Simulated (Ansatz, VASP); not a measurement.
# GePt: VASP beside Ansatz

```
Ge Pt
1.0
     2.79195    0.00000    0.00000
    -1.39597    2.41790    0.00000
     0.00000    0.00000    5.09023
Ge Pt
1 1
Direct
  0.00000 0.00000 0.00000
  0.00000 0.00000 0.50000
```

Alike in both runs: task relaxation of cell and atoms; functional PBE; k mesh 24 × 24 × 12; occupations gaussian, width 0.1 eV; no spin polarisation.

|  | VASP | Ansatz |
| --- | --- | --- |
| version | VASP 6.6.1 | Ansatz 0.2.0 |
| potentials or method | VASP PAW PBE potentials, release 64 (Ge_d, Pt), cutoff 600 eV | scalar-relativistic, plane waves, PAW |
| valence electrons in the cell | 24 | 32 |

|  | VASP | Ansatz | Ansatz less VASP |
| --- | --- | --- | --- |
| gap on the k mesh at the Fermi level, each at its own relaxed structure (eV) | none | none | - |
| relaxed volume (Å³/atom) | 17.35 | 17.35 | +0.002 |
| relaxed cell length with the largest relative difference (Å) | 5.093 | 5.089 | -0.0042 |

A gap of «none» marks a metal or a gap that the smearing closes. VASP's potentials hold 24 valence electrons a cell and Ansatz's 32, so a difference there can come from the potentials and not from the codes.

Neither program's run includes spin-orbit coupling.
